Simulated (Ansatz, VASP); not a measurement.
# Nb: VASP beside Ansatz

```
Nb
1.0
     2.93839    0.00000    0.00000
    -1.46919    2.54472    0.00000
     0.00000    0.00000   10.80952
Nb
4
Cartesian
  -1.4692 2.5447 10.8095
  -1.4692 2.5447 5.4048
  0.0000 1.6965 2.7024
  1.4692 0.8482 8.1071
```

Alike in both runs: task single point; functional PBEsol; k mesh 14 × 14 × 4; occupations fermi-dirac, width 0.1 eV; no spin polarisation.

|  | VASP | Ansatz |
| --- | --- | --- |
| version | VASP 6.6.1 | Ansatz 0.2.0 |
| potentials or method | VASP PAW PBE potentials, release 64 (Nb_sv), cutoff 520 eV | plane waves (420 eV) with PAW, scalar-relativistic |
| valence electrons in the cell | 52 | 52 |

VASP gave:

- pressure (GPa): -16.0
- traceless stress, the component that is largest in VASP (GPa): 0.67

Problem. What did Ansatz give for the same quantities?

Solution. Pressure (GPa): -15.7; traceless stress, the component that is largest in VASP (GPa): 0.72.

VASP's potentials were made for PBE, not for PBEsol, and Ansatz warns of the same on its side.
